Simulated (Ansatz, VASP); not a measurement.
# Two plane-wave programs on Sn2TeO3

```
Sn Te O
1.0
     3.25133    0.00000    0.00000
     0.00000    3.54717    4.56656
     0.00000   -3.54717    4.56656
Sn Te O
2 1 3
Direct
  0.00000 0.04528 0.04528
  0.50000 0.43650 0.43650
  0.00000 0.70682 0.70682
  0.50000 0.19083 0.81933
  0.50000 0.81933 0.19083
  0.00000 0.28124 0.28124
```

Alike in both runs: functional PBE; k mesh 10 × 6 × 6; occupations gaussian, width 0.1 eV; no spin polarisation.

Ansatz relaxed the structure, and its values are those at the end. VASP's run is a single point on that final structure, the one shown.

|  | VASP | Ansatz |
| --- | --- | --- |
| version | VASP 6.6.1 | Ansatz 0.2.0 |
| potentials or method | VASP PAW PBE potentials, release 64 (Sn_d, Te, O), cutoff 520 eV | scalar-relativistic, plane waves, PAW |
| valence electrons in the cell | 52 | 62 |

|  | VASP | Ansatz | Ansatz less VASP |
| --- | --- | --- | --- |
| gap on the k mesh at the Fermi level (eV) | none | none | - |
| pressure (GPa) | 0.2 | 0.0 | -0.19 |
| rms of the force components (eV/Å) | 0.019 | 0.001 | -0.0181 |

A gap of «none» marks a metal or a gap that the smearing closes. VASP's potentials hold 52 valence electrons a cell and Ansatz's 62, so a difference there can come from the potentials and not from the codes.

Spin-orbit coupling is off throughout.
